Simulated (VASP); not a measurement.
Write the native input for VASP 6.6.1 that does the following.

```yaml
Task: relaxation of cell and atoms
Functional: LDA
Potentials_or_basis: VASP PAW LDA potentials, release 64 (Si)
Cutoff: 600 eV
k_mesh: 12 × 12 × 12
Occupations: gaussian, width 0.01 eV
Spin: no spin polarisation
Dipole_correction: no
Further_INCAR_settings: ALGO = Normal; EDIFF = 1e-06; IBRION = 2; EDIFFG = -0.001; NSW = 80; ISIF = 3
```

The structure of Si lies in POSCAR:

```
Si
1.0
    0.0000000000      2.7008304917      2.7008304917
    2.7008304917      0.0000000000      2.7008304917
    2.7008304917      2.7008304917      0.0000000000
Si
2
Direct
    0.5000000000      0.5000000000      0.5000000000
    0.7500000000      0.7500000000      0.7500000000
```

The input as run:

INCAR

```
  PREC = Accurate
  ENCUT = 600
  EDIFF = 1E-6
  ISMEAR = 0
  SIGMA = 0.01
  LREAL = False
  LASPH = True
  NELM = 80
  ALGO = Normal
  ISIF = 3
  LWAVE = False
  LCHARG = False
  GGA = CA
  IBRION = 2
  NSW = 80
  EDIFFG = -0.001
```

KPOINTS

```
regular mesh
0
Gamma
  12 12 12
```

Potentials or basis: VASP PAW LDA potentials, release 64 (Si).

The run is started by

```sh
$ cat potpaw_LDA.64/Si/POTCAR > POTCAR
$ mpirun -np 1 vasp_std > vasp.out
```

Results of the run:

```
Relaxed volume                        : 19.72 Å³/atom
Relaxed cell                          : a = 3.820 Å, b = 3.820 Å, c = 3.820 Å, α = 60.00°, β = 60.00°, γ = 60.00°
Space group after relaxing (to 0.1 Å) : Fd-3m (No. 227)
Energy gained by relaxing             : 0.0 meV/atom
Ionic steps                           : 3
Pressure after relaxing               : 0.0 GPa
Band gap on the k mesh                : 0.44 eV (least direct gap 2.53 eV)
```

Run time: 39 s on 1 thread of Intel Xeon 8259CL, with other jobs on the host, peak memory 0.15 GiB.
